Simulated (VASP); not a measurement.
# GdN (P6_3mc) in VASP: a series of runs

Runs on GdN. Level: PBE. Tasks: single point.

All numbers are computed with VASP 6.6.1; they aren't measurements. Logs are shortened: lines on timing, memory, paths and dates and some standing lists are left out, and cuts for length are marked.

### Step 1. The cell of the first run

The structure is hexagonal, space group P6_3mc (No. 186). The conventional cell has a = 4.079 Å, b = 4.079 Å, c = 5.377 Å, α = 90.00°, β = 90.00°, γ = 120.00°. Within 3.1 Å of Gd (site symmetry 3m) lie 5 N at 2.38 to 3.00 Å. Within 3.1 Å of N (site symmetry 3m) lie 5 Gd at 2.38 to 3.00 Å.

### Step 2. Single point, PBE, collinear spin, ferromagnetic start (19.37 Å³/atom)

INCAR

```
  PREC = Accurate
  ENCUT = 520
  EDIFF = 1E-6
  ISMEAR = 0
  SIGMA = 0.05
  LREAL = False
  LASPH = True
  NELM = 150
  ALGO = Normal
  ISIF = 2
  LWAVE = False
  LCHARG = False
  ISPIN = 2
  MAGMOM = 7.51 7.51 0 0
  LORBIT = 11
  LMAXMIX = 6
  GGA = PE
  NBANDS = 35
```

KPOINTS

```
Automatic mesh
0
Gamma
  10 10 8
```

POSCAR

```
GdN
1.0
    4.0791729560      0.0000000000      0.0000000000
   -2.0395864780      3.5326674063      0.0000000000
    0.0000000000      0.0000000000      5.3766902673
Gd N
2 2
Direct
    0.6666666667      0.3333333333      0.0336231554
    0.3333333333      0.6666666667      0.5336231554
    0.6666666667      0.3333333333      0.5915768446
    0.3333333333      0.6666666667      0.0915768446
```

Potentials or basis: VASP PAW PBE potentials, release 64 (Gd, N).

Launch:

```
cat potpaw_PBE.64/Gd/POTCAR potpaw_PBE.64/N/POTCAR > POTCAR
mpirun -np 1 vasp_std > vasp.out
```

OUTCAR:

```text
PREC = Accurate
   ENCUT = 520
   EDIFF = 1E-6
   ISMEAR = 0
   LREAL = False
   LASPH = True
   NELM = 150
   ISIF = 2
   ISPIN = 2
   LORBIT = 11
   GGA = PE

 ion  position               nearest neighbor table
   1  0.667  0.333  0.034-   4 2.38   4 2.38   4 2.38   3 2.38
   2  0.333  0.667  0.534-   3 2.38   3 2.38   3 2.38   4 2.38
   3  0.667  0.333  0.592-   2 2.38   2 2.38   2 2.38   1 2.38
   4  0.333  0.667  0.092-   1 2.38   1 2.38   1 2.38   2 2.38

  LATTYP: Found a hexagonal cell.
 ALAT       =     4.0791729560
 C/A-ratio  =     1.3180834265

  Lattice vectors:

 A1 = (   4.0791729560,   0.0000000000,   0.0000000000)
 A2 = (  -2.0395864780,   3.5326674063,   0.0000000000)
 A3 = (   0.0000000000,   0.0000000000,   5.3766902673)

Analysis of symmetry for initial positions (statically):
=====================================================================
 Subroutine PRICEL returns:
 Original cell was already a primitive cell.

 Routine SETGRP: Setting up the symmetry group for a
 hexagonal supercell.

 Subroutine GETGRP returns: Found 12 space group operations
 (whereof  6 operations were pure point group operations)
 out of a pool of 24 trial point group operations.

The static configuration has the point symmetry C_3v.
 The point group associated with its full space group is C_6v.

Analysis of symmetry for dynamics (positions and initial velocities):
=====================================================================
 Subroutine PRICEL returns:
 Original cell was already a primitive cell.

 Routine SETGRP: Setting up the symmetry group for a
 hexagonal supercell.

 Subroutine GETGRP returns: Found 12 space group operations
 (whereof  6 operations were pure point group operations)
 out of a pool of 24 trial point group operations.

The dynamic configuration has the point symmetry C_3v.
 The point group associated with its full space group is C_6v.

Analysis of structural, dynamic, and magnetic symmetry:
=====================================================================
 Subroutine PRICEL returns:
 Original cell was already a primitive cell.

 Routine SETGRP: Setting up the symmetry group for a
 hexagonal supercell.

 Subroutine GETGRP returns: Found 12 space group operations
 (whereof  6 operations were pure point group operations)
 out of a pool of 24 trial point group operations.

The overall configuration has the point symmetry C_3v.
 The point group associated with its full space group is C_6v.

[... 127 lines left out ...]
   GGA     = PE    functional components
   LHFCALC =     F    Hartree Fock is set to
   AEXX    =    0.0000 exact exchange contribution
   IVDW    =     0    specifies the selected vdW correction
   LEPSILON=     F    determine dielectric tensor
   LRPA    =     F    only Hartree local field effects (RPA)
 spin polarized calculation
 Gauss-broadening in eV      SIGMA  =   0.05
  energy-cutoff  :      520.00
  volume of cell :       77.48
 maximum number of plane-waves:      2108
   NGX = 15   NGY = 15   NGZ = 19

 number of electron      46.0000007 magnetization       9.1159949

 number of electron      45.9999987 magnetization      14.0000016

 Free energy of the ion-electron system (eV)
  ---------------------------------------------------
  ext. energy  EPLUGINS =         0.00000000
  ---------------------------------------------------
  free energy    TOTEN  =       -46.02646770 eV

  energy without entropy =      -46.02646770  energy(sigma->0) =      -46.02646770

 E-fermi :   2.2032     XC(G=0): -10.1910

 val. band max:        1.9779904116   @ k =   0.0000   0.0000   0.0000
 cond. band min:       3.4447041289   @ k =   0.0000   0.0000   0.0000
 fundamental gap:      1.4667137173
 Fermi energy:         2.2032306840

 spin component 1

 k-point     1 :       0.0000    0.0000    0.0000
  band No.  band energies     occupation
      1     -41.3686      1.00000
      2     -41.2923      1.00000
      3     -19.1837      1.00000
      4     -18.7576      1.00000
      5     -18.7576      1.00000
      6     -18.5745      1.00000
[... 901 lines left out ...]
     34       6.9951      0.00000
     35       7.2422      0.00000

 [... further k-points ...]

 spin component 2

 k-point     1 :       0.0000    0.0000    0.0000
  band No.  band energies     occupation
      1     -38.2575      1.00000
      2     -38.1578      1.00000
      3     -17.1512      1.00000
      4     -16.5951      1.00000
      5     -16.5951      1.00000
      6     -16.3663      1.00000
[... 901 lines left out ...]
     34       7.8218      0.00000
     35       8.0620      0.00000

 [... further k-points ...]
[... 5 lines left out ...]
  --------------------------------------------------------------------------------------
  -------------------------------------------------------------------------------------
  Total       -2.7487690     -2.7487690     -2.7282729     -0.0000000      0.0000000      0.0000000
  in kB      -56.8406369    -56.8406369    -56.4168060     -0.0000000      0.0000000      0.0000000
  external PRESSURE =     -56.6993599 kB  Pullay stress =       0.0000000 kB

 VOLUME and BASIS-vectors are now :
 -----------------------------------------------------------------------------
  energy-cutoff  :      520.00
  volume of cell :       77.48
      direct lattice vectors                 reciprocal lattice vectors
     4.079172956  0.000000000  0.000000000     0.245147732  0.141536109  0.000000000
    -2.039586478  3.532667406  0.000000000     0.000000000  0.283072219  0.000000000
     0.000000000  0.000000000  5.376690267     0.000000000  0.000000000  0.185988024

 POSITION                                       TOTAL-FORCE (eV/Angst)
 -----------------------------------------------------------------------------------
      2.03959      1.17756      0.18078        -0.000000      0.000000      0.004686
     -0.00000      2.35511      2.86913         0.000000     -0.000000      0.004686
      2.03959      1.17756      3.18073        -0.000000      0.000000     -0.004686
     -0.00000      2.35511      0.49238         0.000000     -0.000000     -0.004686
 -----------------------------------------------------------------------------------
    total drift:                                0.000000      0.000000     -0.004147

  FREE ENERGIE OF THE ION-ELECTRON SYSTEM (eV)
  ---------------------------------------------------
  free  energy   TOTEN  =       -46.0264676952 eV

  energy  without entropy=      -46.0264676952  energy(sigma->0) =      -46.02646770

 total charge

# of ion       s       p       d       f       tot
--------------------------------------------------
    1        2.036   5.638   0.539   7.000  15.213
    2        2.036   5.638   0.539   7.000  15.213
    3        1.254   2.376   0.000   0.000   3.631
    4        1.254   2.376   0.000   0.000   3.631
--------------------------------------------------
tot          6.580  16.028   1.079  14.000  37.687

 magnetization (x)

# of ion       s       p       d       f       tot
--------------------------------------------------
    1       -0.003  -0.084   0.069   6.817   6.799
    2       -0.003  -0.084   0.069   6.817   6.799
    3       -0.007  -0.056   0.000   0.000  -0.062
    4       -0.007  -0.056   0.000   0.000  -0.062
--------------------------------------------------
tot         -0.020  -0.279   0.137  13.634  13.473
```

OSZICAR:

```text
N       E                     dE             d eps       ncg     rms          rms(c)
DAV:   1     0.359893965560E+03    0.35989E+03   -0.16114E+04 14190   0.663E+03
DAV:   2     0.543869370005E+02   -0.30551E+03   -0.25367E+03 14729   0.517E+02
DAV:   3    -0.357393255359E+02   -0.90126E+02   -0.85882E+02 16245   0.242E+02
[... 13 lines left out ...]
DAV: 121    -0.460264640870E+02   -0.40084E-04   -0.18785E-04 16871   0.180E-01    0.313E-01
DAV: 122    -0.460264668012E+02   -0.27142E-05   -0.56732E-05 16037   0.561E-02    0.254E-01
DAV: 123    -0.460264655444E+02    0.12569E-05   -0.33172E-06  8305   0.703E-02    0.125E-01
DAV: 124    -0.460264674350E+02   -0.18906E-05   -0.73923E-06 11037   0.647E-02    0.656E-02
DAV: 125    -0.460264676952E+02   -0.26019E-06   -0.17918E-06  7326   0.343E-02
   1 F= -.46026468E+02 E0= -.46026468E+02  d E =-.282252E-13  mag=    14.0000
```

stdout:

```text
POSCAR found type information on POSCAR GdN
 POSCAR found :  2 types and       4 ions
 scaLAPACK will be used
 LDA part: xc-table for (Slater+PW92), standard interpolation
 POSCAR, INCAR and KPOINTS ok, starting setup
 FFT: planning ... GRIDC
 FFT: planning ... GRID_SOFT
 FFT: planning ... GRID
 WAVECAR not read
 entering main loop
```

Wall time 59 min (1 thread of Intel Xeon Platinum 8488C (Sapphire Rapids), shared host); peak memory 0.44 GiB.

What came out:

```
Free energy                                           : -46.0265 eV
Pressure                                              : -5.7 GPa
Largest force                                         : 0.005 eV/Å
Band gap on the k mesh                                : 1.47 eV
Net moment                                            : 14.00 μB per cell
Site moments                                          : Gd +6.80; N -0.06 μB
Valence electrons inside the program's atomic spheres : Gd 15.21; N 3.63
```

Forces on the atoms (eV/Å):
```
Gd   0.000  0.000  0.005
Gd   0.000  0.000  0.005
N    0.000  0.000 -0.005
N    0.000  0.000 -0.005
```

Levels at points of the mesh, in eV from the valence-band top:
Spin up:
| k point | band 27 | band 28 | band 29 | band 30 | band 31 | band 32 | band 33 | band 34 |
| --- | --- | --- | --- | --- | --- | --- | --- | --- |
| (0.00, 0.00, 0.00) | -1.49 | -1.49 | -0.95 | 0.00 | 1.92 | 3.22 | 3.22 | 5.24 |
| (0.50, 0.00, 0.00) | -0.76 | -0.48 | -0.35 | -0.21 | 2.50 | 2.90 | 3.04 | 5.08 |
| (0.00, 0.00, 0.50) | -1.79 | -1.79 | -1.77 | -1.77 | 3.60 | 3.60 | 5.20 | 5.20 |
| (0.50, 0.00, 0.50) | -1.11 | -1.11 | -0.56 | -0.56 | 3.43 | 3.43 | 4.80 | 4.80 |
Spin down:
```
           k point  band 13  band 14  band 15  band 16  band 17  band 18  band 19  band 20
(0.00, 0.00, 0.00)    -1.36    -1.36    -0.68    -0.59     1.47     2.34     2.34     2.34
(0.50, 0.00, 0.00)    -0.77    -0.76    -0.65    -0.37     2.05     2.22     2.35     2.39
(0.00, 0.00, 0.50)    -1.69    -1.69    -1.69    -1.69     2.15     2.15     2.31     2.31
(0.50, 0.00, 0.50)    -1.19    -1.19    -0.64    -0.64     2.21     2.21     2.35     2.35
```

Caveat: the cell stands under tension; spin-orbit coupling is left out, which moves the levels of the heavy elements; semilocal functionals describe open f shells poorly, which spoils levels, moments and volumes. A k mesh can miss the band edges.

### Step 3. Single point, PBE, collinear spin, antiferromagnetic start

This run uses another cell than the first one, of 18.10 Å³/atom.

INCAR

```
ALGO     = Normal         # electronic algorithm
EDIFF    = 1E-6           # SCF threshold, eV
ENCUT    = 520            # plane-wave cutoff, eV
GGA      = PE             # functional
ISIF     = 2              # what is computed and relaxed
ISMEAR   = 0              # smearing method
ISPIN    = 2              # spin polarisation
LASPH    = T              # aspherical terms in the spheres
LCHARG   = F              # write CHGCAR
LMAXMIX  = 6              # l up to which the mixer works
LORBIT   = 11             # projections on sites
LREAL    = F              # projectors in reciprocal space
LWAVE    = F              # write WAVECAR
MAGMOM   = 7 -7 0 0       # initial moments
NBANDS   = 35             # bands
NELM     = 150            # most SCF steps
PREC     = Accurate       # precision mode
SIGMA    = 0.05           # smearing width, eV
```

KPOINTS

```
k-points
0
Gamma
  10 10 8
```

POSCAR

```
GdN
1.0
    4.0626592880      0.0000000000      0.0000000000
   -2.0313296440      3.5183661503      0.0000000000
    0.0000000000      0.0000000000      5.0658774164
Gd N
2 2
Direct
    0.6666666667      0.3333333333      0.0497796170
    0.3333333333      0.6666666667      0.5497796170
    0.6666666667      0.3333333333      0.5754203830
    0.3333333333      0.6666666667      0.0754203830
```

Potentials or basis: VASP PAW PBE potentials, release 64 (Gd, N).

Launch:

```
cat potpaw_PBE.64/Gd/POTCAR potpaw_PBE.64/N/POTCAR > POTCAR
mpirun -np 1 vasp_std > vasp.out
```

OUTCAR:

```text
EDIFF = 1E-6
   ENCUT = 520
   GGA = PE
   ISIF = 2
   ISMEAR = 0
   ISPIN = 2
   LASPH = T
   LORBIT = 11
   LREAL = F
   NELM = 150
   PREC = Accurate

 ion  position               nearest neighbor table
   1  0.667  0.333  0.050-   4 2.35   4 2.35   4 2.35   3 2.40   3 2.66   2 3.45   2 3.45   2 3.45
                             2 3.45   2 3.45   2 3.45
   2  0.333  0.667  0.550-   3 2.35   3 2.35   3 2.35   4 2.40   4 2.66   1 3.45   1 3.45   1 3.45
                             1 3.45   1 3.45   1 3.45
   3  0.667  0.333  0.575-   2 2.35   2 2.35   2 2.35   1 2.40   1 2.66
   4  0.333  0.667  0.075-   1 2.35   1 2.35   1 2.35   2 2.40   2 2.66

  LATTYP: Found a hexagonal cell.
 ALAT       =     4.0626592880
 C/A-ratio  =     1.2469363186

  Lattice vectors:

 A1 = (   4.0626592880,   0.0000000000,   0.0000000000)
 A2 = (  -2.0313296440,   3.5183661503,   0.0000000000)
 A3 = (   0.0000000000,   0.0000000000,   5.0658774164)

[... 2031 lines left out ...]
     34       8.1768      0.00000
     35       8.7158      0.00000

 [... further k-points ...]
[... 5 lines left out ...]
  --------------------------------------------------------------------------------------
  -------------------------------------------------------------------------------------
  Total        0.1148187      0.1148187      0.0942966     -0.0000000      0.0000000      0.0000000
  in kB        2.5404869      2.5404869      2.0864151     -0.0000000      0.0000000      0.0000000
  external PRESSURE =       2.3891297 kB  Pullay stress =       0.0000000 kB

 VOLUME and BASIS-vectors are now :
 -----------------------------------------------------------------------------
  energy-cutoff  :      520.00
  volume of cell :       72.41
      direct lattice vectors                 reciprocal lattice vectors
     4.062659288  0.000000000  0.000000000     0.246144195  0.142111417  0.000000000
    -2.031329644  3.518366150  0.000000000     0.000000000  0.284222834  0.000000000
     0.000000000  0.000000000  5.065877416     0.000000000  0.000000000  0.197399171

 POSITION                                       TOTAL-FORCE (eV/Angst)
 -----------------------------------------------------------------------------------
      2.03133      1.17279      0.25218        -0.000000     -0.000000      0.013547
     -0.00000      2.34558      2.78512        -0.000000     -0.000000      0.013547
      2.03133      1.17279      2.91501         0.000000     -0.000000     -0.013547
     -0.00000      2.34558      0.38207         0.000000      0.000000     -0.013547
 -----------------------------------------------------------------------------------
    total drift:                                0.000000     -0.000000      0.000048

  FREE ENERGIE OF THE ION-ELECTRON SYSTEM (eV)
  ---------------------------------------------------
  free  energy   TOTEN  =       -46.1146407637 eV

  energy  without entropy=      -46.1146407637  energy(sigma->0) =      -46.11464076

 total charge

# of ion       s       p       d       f       tot
--------------------------------------------------
    1        2.038   5.652   0.557   7.004  15.251
    2        2.038   5.652   0.557   7.004  15.251
    3        1.254   2.402   0.000   0.000   3.656
    4        1.254   2.402   0.000   0.000   3.656
--------------------------------------------------
tot          6.584  16.107   1.114  14.009  37.814

 magnetization (x)

# of ion       s       p       d       f       tot
--------------------------------------------------
    1       -0.003  -0.084   0.050   6.808   6.771
    2        0.003   0.084  -0.050  -6.808  -6.771
    3        0.003   0.018   0.000   0.000   0.021
    4       -0.003  -0.018   0.000   0.000  -0.021
--------------------------------------------------
tot          0.000   0.000   0.000   0.000   0.000
```

Wall time 56 min (1 thread of Intel Xeon Platinum 8488C (Sapphire Rapids), shared host); peak memory 0.44 GiB.

Results:

| Quantity | Value |
| --- | --- |
| Free energy | -46.1146 eV |
| Pressure | 0.2 GPa |
| Largest force | 0.014 eV/Å |
| Band gap on the k mesh | 1.26 eV (least direct gap 1.54 eV) |
| Net moment | 0.00 μB per cell |
| Site moments | Gd +6.77, -6.77; N +0.02, -0.02 μB |
| Valence electrons inside the program's atomic spheres | Gd 15.25; N 3.66 |

Forces on the atoms (eV/Å):
```
Gd   0.000  0.000  0.014
Gd   0.000  0.000  0.014
N    0.000  0.000 -0.014
N    0.000  0.000 -0.014
```

Caveat: the antiferromagnetic order is the one typed at the start, and another may lie lower; spin-orbit coupling is left out, which moves the levels of the heavy elements; semilocal functionals describe open f shells poorly, which spoils levels, moments and volumes. A k mesh can miss the band edges.
